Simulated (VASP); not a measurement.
# SnSe (I4/mmm) in VASP: further runs

SnSe is run at these levels: LDA; tasks: single point.

Everything below comes from runs of VASP 6.6.1. Logs are shortened: lines on timing, memory, paths and dates and some standing lists are left out, and cuts for length are marked.

### Step 1. The cell of the first run

Symmetry: I4/mmm, No. 139, tetragonal system. The conventional cell has a = 4.257 Å, b = 4.257 Å, c = 6.321 Å, α = 90.00°, β = 90.00°, γ = 90.00°. Sn (site symmetry 4/mmm) has 6 Se at 3.01 to 3.16 Å within 4.0 Å. Within 4.0 Å of Se (site symmetry 4/mmm) lie 6 Sn at 3.01 to 3.16 Å.

### Step 2. Single point, LDA (strain +0.000 along x and y, +0.050 along z)

Input file INCAR:

```
PREC     = Accurate       # precision mode
ENCUT    = 520            # plane-wave cutoff, eV
EDIFF    = 1E-6           # SCF threshold, eV
ISMEAR   = 0              # smearing method
SIGMA    = 0.05           # smearing width, eV
LREAL    = F              # projectors in reciprocal space
LASPH    = T              # aspherical terms in the spheres
NELM     = 60             # most SCF steps
ALGO     = Normal         # electronic algorithm
ISIF     = 2              # what is computed and relaxed
LWAVE    = F              # write WAVECAR
LCHARG   = F              # write CHGCAR
NBANDS   = 17             # bands
```

Input file KPOINTS:

```
Automatic mesh
0
Gamma
  8 8 8
```

Input file POSCAR:

```
SnSe
1.0
    0.0000000000      3.0100000000      3.1605000000
    3.0100000000      0.0000000000      3.1605000000
    3.0100000000      3.0100000000      0.0000000000
Sn Se
1 1
Direct
    0.0000000000      0.0000000000      0.0000000000
    0.5000000000      0.5000000000      0.5000000000
```

Potentials or basis: VASP PAW LDA potentials, release 64 (Sn_d, Se).

Command:

```sh
$ cat potpaw_LDA.64/Sn_d/POTCAR potpaw_LDA.64/Se/POTCAR > POTCAR
$ mpirun -np 1 vasp_std > vasp.out
```

OUTCAR:

```text
PREC = Accurate
   ENCUT = 520
   EDIFF = 1E-6
   ISMEAR = 0
   LREAL = F
   LASPH = T
   NELM = 60
   ISIF = 2

 ion  position               nearest neighbor table
   1  0.000  0.000  0.000-   2 3.01   2 3.01   2 3.01   2 3.01   2 3.16   2 3.16
   2  0.500  0.500  0.500-   1 3.01   1 3.01   1 3.01   1 3.01   1 3.16   1 3.16

  LATTYP: Found a body centered tetragonal cell.
 ALAT       =     4.2567828227
 C/A-ratio  =     1.4849242405

  Lattice vectors:

 A1 = (  -3.0100000000,   0.0000000000,   3.1605000000)
 A2 = (   3.0100000000,   0.0000000000,   3.1605000000)
 A3 = (   0.0000000000,   3.0100000000,  -3.1605000000)

Analysis of symmetry for initial positions (statically):
=====================================================================
 Subroutine PRICEL returns:
 Original cell was already a primitive cell.

 Routine SETGRP: Setting up the symmetry group for a
 body centered tetragonal supercell.

 Subroutine GETGRP returns: Found 16 space group operations
 (whereof 16 operations were pure point group operations)
 out of a pool of 16 trial point group operations.

The static configuration has the point symmetry D_4h.

Analysis of symmetry for dynamics (positions and initial velocities):
=====================================================================
 Subroutine PRICEL returns:
 Original cell was already a primitive cell.

 Routine SETGRP: Setting up the symmetry group for a
 body centered tetragonal supercell.

 Subroutine GETGRP returns: Found 16 space group operations
 (whereof 16 operations were pure point group operations)
 out of a pool of 16 trial point group operations.

The dynamic configuration has the point symmetry D_4h.

 Subroutine INISYM returns: Found 16 space group operations
 (whereof 16 operations are pure point group operations),
 and found     1 'primitive' translations

----------------------------------------------------------------------------------------

                                     Primitive cell

  volume of cell :      57.2689

  direct lattice vectors                    reciprocal lattice vectors
     0.000000000  3.010000000  3.160500000    -0.166112957  0.166112957  0.158202816
     3.010000000  0.000000000  3.160500000     0.166112957 -0.166112957  0.158202816
     3.010000000  3.010000000  0.000000000     0.166112957  0.166112957 -0.158202816

  length of vectors
[... 79 lines left out ...]
   LASPH  =      T    aspherical Exc in radial PAW
   ENCUT  =  520.0 eV  38.22 Ry    6.18 a.u.   8.12  8.12  7.91*2*pi/ulx,y,z
   NELM   =     60;   NELMIN=  2; NELMDL= -5     # of ELM steps
   EDIFF  = 0.1E-05   stopping-criterion for ELM
   LREAL  =      F    real-space projection
   EDIFFG = 0.1E-04   stopping-criterion for IOM
   NSW    =      0    number of steps for IOM
   IBRION =     -1    ionic relax: 0-MD 1-quasi-New 2-CG
   NFREE  =      0    steps in history (QN), initial steepest desc. (CG)
   ISIF   =      2    stress and relaxation
   ISYM   =      2    0-nonsym 1-usesym 2-fastsym
   POTIM  = 0.5000    time-step for ionic-motion
   TEBEG  =    0.0;   TEEND  =   0.0 temperature during run
   PSTRESS=    0.0 pullay stress
   NELECT =      20.0000    total number of electrons
   NUPDOWN=      -1.0000    fix difference up-down
   EMIN   =  10.00;   EMAX   =-10.00  energy-range for DOS
   EFERMI =   0.00;   METHOD = LEGACY
   ISMEAR =     0;   SIGMA  =   0.05  broadening in eV -4-tet -1-fermi 0-gaus
   EFERMI_NEDOS =   21; number of points for ismear=-14 and -15
   IALGO  =     38    algorithm
   IMIX   =      4    mixing-type and parameters
     AMIX     =   0.40;   BMIX     =  1.00
     AMIX_MAG =   1.60;   BMIX_MAG =  1.00
  volume/ion in A,a.u.               =      28.63       193.23
  Fermi-wavevector in a.u.,A,eV,Ry     =   1.152865  2.178600 18.083482  1.329098
  Thomas-Fermi vector in A             =   2.289513
   LORBIT       =      0    0 simple, 1 ext, 2 COOP (PROOUT), +10 PAW based schemes
   GGA     = CA    functional components
   LHFCALC =     F    Hartree Fock is set to
   AEXX    =    0.0000 exact exchange contribution
   IVDW    =     0    specifies the selected vdW correction
   LEPSILON=     F    determine dielectric tensor
   LRPA    =     F    only Hartree local field effects (RPA)
 non-spin polarized calculation
 Gauss-broadening in eV      SIGMA  =   0.05
  energy-cutoff  :      520.00
  volume of cell :       57.27
 maximum number of plane-waves:      1560
   NGX = 17   NGY = 17   NGZ = 15

 number of electron      19.9999994 magnetization

 Free energy of the ion-electron system (eV)
  ---------------------------------------------------
  ext. energy  EPLUGINS =         0.00000000
  ---------------------------------------------------
  free energy    TOTEN  =        -9.37912370 eV

  energy without entropy =       -9.37912370  energy(sigma->0) =       -9.37912370

 E-fermi :   5.0724     XC(G=0):  -9.6652

 val. band max:        4.8089080002   @ k =   0.5000  -0.0000   0.0000
 cond. band min:       5.2929750985   @ k =   0.5000  -0.0000   0.0000
 fundamental gap:      0.4840670983
 Fermi energy:         5.0724351275

 k-point     1 :       0.0000    0.0000    0.0000
  band No.  band energies     occupation
      1     -16.6322      2.00000
      2     -16.6243      2.00000
      3     -16.6243      2.00000
      4     -16.6085      2.00000
      5     -16.6076      2.00000
      6      -8.6743      2.00000
[... 457 lines left out ...]
      4     -16.6123      2.00000
      5     -16.5991      2.00000
      6      -8.0124      2.00000
[... 9 lines left out ...]
     16      14.1483      0.00000
     17      15.4175      0.00000

 [... further k-points ...]

------------------------ aborting loop because EDIFF is reached ----------------------------------------

  FORCE on cell =-STRESS in cart. coord.  units (eV):
  Direction    XX          YY          ZZ          XY          YZ          ZX
  --------------------------------------------------------------------------------------
  -------------------------------------------------------------------------------------
  Total       -1.3313208     -1.3313208     -2.6792122      0.0000000      0.0000000     -0.0000000
  in kB      -37.2455596    -37.2455596    -74.9547076      0.0000000      0.0000000     -0.0000000
  external PRESSURE =     -49.8152756 kB  Pullay stress =       0.0000000 kB

 VOLUME and BASIS-vectors are now :
 -----------------------------------------------------------------------------
  energy-cutoff  :      520.00
  volume of cell :       57.27
      direct lattice vectors                 reciprocal lattice vectors
     0.000000000  3.010000000  3.160500000    -0.166112957  0.166112957  0.158202816
     3.010000000  0.000000000  3.160500000     0.166112957 -0.166112957  0.158202816
     3.010000000  3.010000000  0.000000000     0.166112957  0.166112957 -0.158202816

 POSITION                                       TOTAL-FORCE (eV/Angst)
 -----------------------------------------------------------------------------------
      0.00000      0.00000      0.00000        -0.000000      0.000000     -0.000000
      3.01000      3.01000      3.16050         0.000000     -0.000000      0.000000
 -----------------------------------------------------------------------------------
    total drift:                                0.000000     -0.000000     -0.000000

  FREE ENERGIE OF THE ION-ELECTRON SYSTEM (eV)
  ---------------------------------------------------
  free  energy   TOTEN  =        -9.3791236981 eV

  energy  without entropy=       -9.3791236981  energy(sigma->0) =       -9.37912370
```

It took 70 s on 1 thread of AMD EPYC 7R13, shared host; peak memory 0.16 GiB.

What came out:

| Item | Value |
| --- | --- |
| Free energy | -9.3791 eV |
| Pressure | -5.0 GPa |
| Band gap on the k mesh | 0.48 eV |

Stress tensor (GPa, compression positive):
```
-3.72  0.00  0.00
 0.00 -3.72  0.00
 0.00  0.00 -7.50
```

Levels at points of the mesh, in eV from the valence-band top:
| k point | band 8 | band 9 | band 10 | band 11 | band 12 | band 13 |
| --- | --- | --- | --- | --- | --- | --- |
| (0.00, 0.00, 0.00) | -2.10 | -2.10 | -1.67 | 3.44 | 4.49 | 4.49 |
| (0.50, 0.00, 0.00) | -1.75 | -1.66 | 0.00 | 0.48 | 1.20 | 1.41 |
| (0.50, 0.50, 0.00) | -5.00 | -3.26 | -3.26 | 3.32 | 5.24 | 5.25 |
| (0.50, 0.00, 0.50) | -5.11 | -3.62 | -3.09 | 3.18 | 4.46 | 5.55 |

Caveat: the cell differs from its parent crystal (strain +0.000 along x and y, +0.050 along z); the cell stands under tension; spin-orbit coupling is left out, which moves the levels of the heavy elements. A k mesh can miss the band edges.

### Step 3. Single point, LDA (strain +0.025 along x and y, +0.000 along z)

Input file INCAR:

```
  PREC = Accurate
  ENCUT = 520
  EDIFF = 1E-6
  ISMEAR = 0
  SIGMA = 0.05
  LREAL = F
  LASPH = T
  NELM = 100
  ALGO = Normal
  ISIF = 2
  LWAVE = F
  LCHARG = F
  NBANDS = 17
```

Input file KPOINTS:

```
regular mesh
0
Gamma
  8 8 8
```

Input file POSCAR:

```
SnSe
1.0
    0.0000000000      3.0852500000      3.0100000000
    3.0852500000      0.0000000000      3.0100000000
    3.0852500000      3.0852500000      0.0000000000
Sn Se
1 1
Direct
    0.0000000000      0.0000000000      0.0000000000
    0.5000000000      0.5000000000      0.5000000000
```

Potentials or basis: VASP PAW LDA potentials, release 64 (Sn_d, Se).

Command:

```sh
$ cat potpaw_LDA.64/Sn_d/POTCAR potpaw_LDA.64/Se/POTCAR > POTCAR
$ mpirun -np 1 vasp_std > vasp.out
```

Wall time 68 s (1 thread of AMD EPYC 7R13, shared host); peak memory 0.16 GiB.

The run converged. Its results:

```yaml
Free_energy: -9.3943 eV
Pressure: -5.2 GPa
Band_gap_on_the_k_mesh: 0.45 eV
```

Stress tensor (GPa, compression positive):
```
-5.95  0.00  0.00
 0.00 -5.95  0.00
 0.00  0.00 -3.72
```

Levels at points of the mesh, in eV from the valence-band top:
```
           k point  band 7  band 8  band 9  band 10  band 11  band 12  band 13  band 14
(0.00, 0.00, 0.00)   -5.26   -2.12   -1.88    -1.88     3.92     3.92     4.49     5.93
(0.50, 0.00, 0.00)   -7.80   -1.73   -1.69     0.00     0.45     1.22     1.35     8.09
(0.50, 0.50, 0.00)   -6.08   -5.11   -3.36    -3.36     3.16     4.98     4.98     5.86
(0.50, 0.00, 0.50)   -6.00   -5.05   -3.45    -3.18     3.24     4.82     5.39     5.53
```

Caveat: the cell differs from its parent crystal (strain +0.025 along x and y, +0.000 along z); the cell stands under tension; spin-orbit coupling is left out, which moves the levels of the heavy elements.

(Continued in part 2 of 2.)
